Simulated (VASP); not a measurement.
# CaO (Cmcm) in VASP: notebook, part 2 of 3

VASP 6.6.1.

**3. Single point, PBE**

This run uses another cell than the first one, of the same volume but with other edges.

INCAR

```
SYSTEM = CaO
PREC = Accurate
ENCUT = 520
EDIFF = 1E-7
ISMEAR = 0
SIGMA = 0.05
LREAL = .False.
LASPH = .True.
NELM = 100
ALGO = Normal
ISIF = 2
LWAVE = .False.
LCHARG = .False.
GGA = PE
NBANDS = 24
```

KPOINTS

```
regular mesh
0
Gamma
  9 9 6
  0 0 0
```

POSCAR

```
CaO
1.0
    4.4718192295      0.0000000000      0.0000000000
   -2.2359096147      3.1097161807      0.0000000000
    0.0000000000      0.0000000000      4.7438152858
Ca O
2 2
Direct
    0.3333333333      0.6666666667      0.7500000000
    0.6666666667      0.3333333333      0.2500000000
    0.3333333333      0.6666666667      0.2500000000
    0.6666666667      0.3333333333      0.7500000000
```

Potentials or basis: VASP PAW PBE potentials, release 64 (Ca_sv, O).

Run with:

```bash
$ cat potpaw_PBE.64/Ca_sv/POTCAR potpaw_PBE.64/O/POTCAR > POTCAR
$ mpirun -np 1 vasp_std > vasp.out
```

OUTCAR:

```text
SYSTEM = CaO
   PREC = Accurate
   ENCUT = 520
   EDIFF = 1E-7
   ISMEAR = 0
   LREAL = .False.
   LASPH = .True.
   NELM = 100
   ISIF = 2
   GGA = PE

 ion  position               nearest neighbor table
   1  0.333  0.667  0.750-   4 2.07   3 2.37   3 2.37   4 2.46   4 2.46   2 3.15   2 3.15
   2  0.667  0.333  0.250-   3 2.07   4 2.37   4 2.37   3 2.46   3 2.46   1 3.15   1 3.15
   3  0.333  0.667  0.250-   2 2.07   1 2.37   1 2.37   2 2.46   2 2.46
   4  0.667  0.333  0.750-   1 2.07   2 2.37   2 2.37   1 2.46   1 2.46

  Warning from LATTYP: Monoclinic adjustment (A1->A3, A2->A1, A3->A2)!
  LATTYP: Found a base centered orthorhombic cell.
 ALAT       =     4.4718192295
 B/A-ratio  =     1.3908058538
 C/A-ratio  =     1.0608244749

  Lattice vectors:

 A1 = (   2.2359096147,  -3.1097161807,   0.0000000000)
 A2 = (   2.2359096148,   3.1097161807,   0.0000000000)
 A3 = (   0.0000000000,   0.0000000000,   4.7438152858)

Analysis of symmetry for initial positions (statically):
=====================================================================
 Subroutine PRICEL returns:
 Original cell was already a primitive cell.

 Routine SETGRP: Setting up the symmetry group for a
 base centered orthorhombic supercell.

 Subroutine GETGRP returns: Found  8 space group operations
 (whereof  4 operations were pure point group operations)
 out of a pool of  8 trial point group operations.

The static configuration has the point symmetry C_2h.
 The point group associated with its full space group is D_2h.

Analysis of symmetry for dynamics (positions and initial velocities):
=====================================================================
 Subroutine PRICEL returns:
 Original cell was already a primitive cell.

 Routine SETGRP: Setting up the symmetry group for a
 base centered orthorhombic supercell.

[... 120 lines left out ...]
   NELECT =      32.0000    total number of electrons
   NUPDOWN=      -1.0000    fix difference up-down
   EMIN   =  10.00;   EMAX   =-10.00  energy-range for DOS
   EFERMI =   0.00;   METHOD = LEGACY
   ISMEAR =     0;   SIGMA  =   0.05  broadening in eV -4-tet -1-fermi 0-gaus
   EFERMI_NEDOS =   21; number of points for ismear=-14 and -15
   IALGO  =     38    algorithm
   IMIX   =      4    mixing-type and parameters
     AMIX     =   0.40;   BMIX     =  1.00
     AMIX_MAG =   1.60;   BMIX_MAG =  1.00
  volume/ion in A,a.u.               =      16.49       111.29
  Fermi-wavevector in a.u.,A,eV,Ry     =   1.286315  2.430782 22.512275  1.654606
  Thomas-Fermi vector in A             =   2.418397
   LORBIT       =      0    0 simple, 1 ext, 2 COOP (PROOUT), +10 PAW based schemes
   GGA     = PE    functional components
   LHFCALC =     F    Hartree Fock is set to
   AEXX    =    0.0000 exact exchange contribution
   IVDW    =     0    specifies the selected vdW correction
   LEPSILON=     F    determine dielectric tensor
   LRPA    =     F    only Hartree local field effects (RPA)
 non-spin polarized calculation
 Gauss-broadening in eV      SIGMA  =   0.05
  energy-cutoff  :      520.00
  volume of cell :       65.97
 maximum number of plane-waves:      1800
 NGX is ok and might be reduce to    36

 number of electron      31.9999997 magnetization

 Free energy of the ion-electron system (eV)
  ---------------------------------------------------
  ext. energy  EPLUGINS =         0.00000000
  ---------------------------------------------------
  free energy    TOTEN  =       -24.89375033 eV

  energy without entropy =      -24.89375033  energy(sigma->0) =      -24.89375033

 E-fermi :   1.5371     XC(G=0):  -9.3895

 val. band max:        1.2703618033   @ k =   0.0000   0.0000   0.0000
 cond. band min:       4.5160814880   @ k =   0.0000   0.0000   0.0000
 fundamental gap:      3.2457196847
 Fermi energy:         1.5370900466

 k-point     1 :       0.0000    0.0000    0.0000
  band No.  band energies     occupation
      1     -36.2722      2.00000
      2     -36.1284      2.00000
      3     -17.6204      2.00000
      4     -17.5867      2.00000
      5     -17.3489      2.00000
      6     -17.3344      2.00000
[... 637 lines left out ...]
     23      10.0554      0.00000
     24      10.0641      0.00000

 [... further k-points ...]
[... 5 lines left out ...]
  --------------------------------------------------------------------------------------
  -------------------------------------------------------------------------------------
  Total       -2.4518180      6.2258557      1.3656498      0.0000000      0.0000000      0.0000000
  in kB      -59.5478457    151.2087321     33.1678378      0.0000000      0.0000000      0.0000000
  external PRESSURE =      41.6095747 kB  Pullay stress =       0.0000000 kB

 VOLUME and BASIS-vectors are now :
 -----------------------------------------------------------------------------
  energy-cutoff  :      520.00
  volume of cell :       65.97
      direct lattice vectors                 reciprocal lattice vectors
     4.471819230  0.000000000  0.000000000     0.223622635  0.160786378  0.000000000
    -2.235909615  3.109716181  0.000000000     0.000000000  0.321572755  0.000000000
     0.000000000  0.000000000  4.743815286     0.000000000  0.000000000  0.210800788

 POSITION                                       TOTAL-FORCE (eV/Angst)
 -----------------------------------------------------------------------------------
     -0.00000      2.07314      3.55786        -0.000000     -1.954270     -0.000000
      2.23591      1.03657      1.18595         0.000000      1.954270     -0.000000
     -0.00000      2.07314      1.18595        -0.000000     -1.585108     -0.000000
      2.23591      1.03657      3.55786         0.000000      1.585108      0.000000
 -----------------------------------------------------------------------------------
    total drift:                               -0.000000      0.000000     -0.000000

  FREE ENERGIE OF THE ION-ELECTRON SYSTEM (eV)
  ---------------------------------------------------
  free  energy   TOTEN  =       -24.8937503316 eV

  energy  without entropy=      -24.8937503316  energy(sigma->0) =      -24.89375033
```

OSZICAR:

```text
N       E                     dE             d eps       ncg     rms          rms(c)
DAV:   1     0.325479688842E+03    0.32548E+03   -0.16484E+04  4800   0.133E+03
DAV:   2    -0.320240549585E+01   -0.32868E+03   -0.30986E+03  5648   0.388E+02
DAV:   3    -0.289293294090E+02   -0.25727E+02   -0.25547E+02  7880   0.105E+02
DAV:   4    -0.298251196031E+02   -0.89579E+00   -0.89449E+00  6744   0.171E+01
DAV:   5    -0.298472742836E+02   -0.22155E-01   -0.22154E-01  7000   0.200E+00    0.133E+01
DAV:   6    -0.250366924122E+02    0.48106E+01   -0.22509E+01  6712   0.308E+01    0.549E+00
DAV:   7    -0.249418968139E+02    0.94796E-01   -0.25690E+00  6488   0.107E+01    0.284E+00
DAV:   8    -0.249010492575E+02    0.40848E-01   -0.39785E-01  6112   0.479E+00    0.939E-01
DAV:   9    -0.248901717555E+02    0.10878E-01   -0.11352E-01  6344   0.212E+00    0.251E-01
DAV:  10    -0.248934542838E+02   -0.32825E-02   -0.12505E-02  5768   0.772E-01    0.123E-01
DAV:  11    -0.248939544117E+02   -0.50013E-03   -0.60006E-03  6280   0.450E-01    0.116E-01
DAV:  12    -0.248937532111E+02    0.20120E-03   -0.16293E-03  5752   0.275E-01    0.196E-02
DAV:  13    -0.248937481022E+02    0.51089E-05   -0.83146E-05  6104   0.718E-02    0.395E-03
DAV:  14    -0.248937506391E+02   -0.25370E-05   -0.10628E-05  6088   0.193E-02    0.306E-03
DAV:  15    -0.248937502835E+02    0.35562E-06   -0.10070E-06  6616   0.632E-03    0.633E-04
DAV:  16    -0.248937503316E+02   -0.48110E-07   -0.11746E-07  4552   0.215E-03
   1 F= -.24893750E+02 E0= -.24893750E+02  d E =-.253999E-16
```

Wall time 98 s (1 thread of AMD EPYC 9R45 (Zen 5), shared host); peak memory 0.24 GiB.

What came out:

* Free energy: -24.8938 eV
* Pressure: 4.2 GPa
* Largest force: 1.954 eV/Å
* Band gap on the k mesh: 3.25 eV, direct

Forces on the atoms (eV/Å):
```
Ca   0.000 -1.954  0.000
Ca   0.000  1.954  0.000
O    0.000 -1.585  0.000
O    0.000  1.585  0.000
```

Levels at points of the mesh, in eV from the valence-band top:
```csv
k point,band 13,band 14,band 15,band 16,band 17,band 18,band 19,band 20
"(0.00, 0.00, 0.00)",-1.01,-0.89,-0.86,0.00,3.25,6.21,6.25,7.44
"(0.00, 0.00, 0.50)",-1.38,-1.38,-0.99,-0.99,4.96,4.96,7.66,7.66
```

Caveat: the cell differs from its parent crystal (strain +e along x and -e along y +0.1100, strain +e along z and -e/2 along x and y -0.0133); forces of over 1 eV/Å act on the atoms, so gaps and moduli don't describe the material at rest. A k mesh can miss the band edges.

**4. Single point, PBE**

This run uses another cell than the first one, of the same volume but with other edges.

INCAR

```
SYSTEM = CaO
ALGO     = Normal         ! electronic algorithm
EDIFF    = 1E-6           ! SCF threshold, eV
ENCUT    = 520            ! plane-wave cutoff, eV
GGA      = PE             ! functional
ISIF     = 2              ! what is computed and relaxed
ISMEAR   = 0              ! smearing method
LASPH    = .True.         ! aspherical terms in the spheres
LCHARG   = .False.        ! write CHGCAR
LREAL    = .False.        ! projectors in reciprocal space
LWAVE    = .False.        ! write WAVECAR
NBANDS   = 24             ! bands
NELM     = 60             ! most SCF steps
PREC     = Accurate       ! precision mode
SIGMA    = 0.05           ! smearing width, eV
```

KPOINTS

```
k-points
0
Gamma
  9 9 6
  0 0 0
```

POSCAR

```
CaO
1.0
    4.3650946672      0.0000000000      0.0000000000
   -2.1825473336      3.0172899985      0.0000000000
    0.0000000000      0.0000000000      5.0000688124
Ca O
2 2
Direct
    0.3333333333      0.6666666667      0.7500000000
    0.6666666667      0.3333333333      0.2500000000
    0.3333333333      0.6666666667      0.2500000000
    0.6666666667      0.3333333333      0.7500000000
```

Run with:

```bash
$ cat potpaw_PBE.64/Ca_sv/POTCAR potpaw_PBE.64/O/POTCAR > POTCAR
$ mpirun -np 1 vasp_std > vasp.out
```

Run time: 82 s. Hardware: 1 thread of AMD EPYC 9R45 (Zen 5), shared host; peak memory 0.24 GiB.

Results (log left out):

```
Free energy            : -24.7118 eV
Pressure               : 5.0 GPa
Largest force          : 2.508 eV/Å
Band gap on the k mesh : 3.47 eV, direct
```

Forces in eV/Å, atoms in the order of the input:
```
Ca   0.000 -2.508  0.000
Ca   0.000  2.508  0.000
O    0.000 -2.199  0.000
O    0.000  2.199  0.000
```

Stress tensor (GPa, compression positive):
```
-3.88  0.00  0.00
 0.00 21.87  0.00
 0.00  0.00 -3.04
```

Levels at points of the mesh, in eV from the valence-band top:
```csv
k point,band 14,band 15,band 16,band 17,band 18,band 19
"(0.00, 0.00, 0.00)",-0.76,-0.75,0.00,3.47,6.51,6.53
"(0.00, 0.00, 0.50)",-1.29,-0.81,-0.81,5.25,5.25,7.79
```

Caveat: the cell differs from its parent crystal (strain +e along x and -e along y +0.1100, strain +e along z and -e/2 along x and y +0.0400); forces of over 1 eV/Å act on the atoms, so gaps and moduli don't describe the material at rest.

[end of part 2 of 3]
